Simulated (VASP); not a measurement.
Input of a VASP 6.6.1 run:

File POSCAR:

```
AlNi
1.0
    1.9256822388     -1.9400810963      0.0000000000
    1.9256822388      1.9400810963      0.0000000000
    0.0000000000      0.0000000000      3.0786278706
Ni Al
1 1
Direct
    0.5000000000      0.5000000000      0.5000000000
    0.0000000000      0.0000000000      0.0000000000
```

Contents of INCAR.step1:

```
SYSTEM = AlNi
ALGO     = Normal         ! electronic algorithm
EDIFF    = 1E-4           ! SCF threshold, eV
ENCUT    = 520            ! plane-wave cutoff, eV
GGA      = PE             ! functional
ISMEAR   = -1             ! smearing method
ISPIN    = 2              ! spin polarisation
LASPH    = .TRUE.         ! aspherical terms in the spheres
LCHARG   = .FALSE.        ! write CHGCAR
LMAXMIX  = 4              ! l up to which the mixer works
LREAL    = .FALSE.        ! projectors in reciprocal space
LWAVE    = .TRUE.         ! write WAVECAR
MAGMOM   = 1 0            ! initial moments
NBANDS   = 18             ! bands
NELM     = 150            ! most SCF steps
PREC     = Accurate       ! precision mode
SIGMA    = 0.05           ! smearing width, eV
```

The input INCAR.step2:

```
SYSTEM = AlNi
ALGO     = Normal         ! electronic algorithm
EDIFF    = 1E-7           ! SCF threshold, eV
ENCUT    = 520            ! plane-wave cutoff, eV
ISIF     = 2              ! what is computed and relaxed
ISMEAR   = -1             ! smearing method
ISPIN    = 2              ! spin polarisation
ISTART   = 1            
LASPH    = .TRUE.         ! aspherical terms in the spheres
LCHARG   = .FALSE.        ! write CHGCAR
LMAXMIX  = 4              ! l up to which the mixer works
LMIXTAU  = .TRUE.       
LORBIT   = 11             ! projections on sites
LREAL    = .FALSE.        ! projectors in reciprocal space
LWAVE    = .FALSE.        ! write WAVECAR
MAGMOM   = 1 0            ! initial moments
METAGGA  = R2SCAN         ! meta-GGA
NBANDS   = 18             ! bands
NELM     = 150            ! most SCF steps
PREC     = Accurate       ! precision mode
SIGMA    = 0.05           ! smearing width, eV
```

Contents of KPOINTS:

```
k-points
0
G
  10 10 9
  0 0 0
```

Potentials or basis: VASP PAW PBE potentials, release 64 (Ni, Al).

Command:

```sh
$ cat potpaw_PBE.64/Ni/POTCAR potpaw_PBE.64/Al/POTCAR > POTCAR
$ cp INCAR.step1 INCAR
$ mpirun -np 1 vasp_std > vasp.out
$ cp INCAR.step2 INCAR
$ mpirun -np 1 vasp_std > vasp.out
```

(1) Predict the net moment.

(2) Predict the pressure.

Results:

(1) 0.00 μB per cell.

(2) 4.2 GPa.

Caveat: the cell stands under pressure; the PAW data sets were made with another functional, which shifts forces and pressure a little.
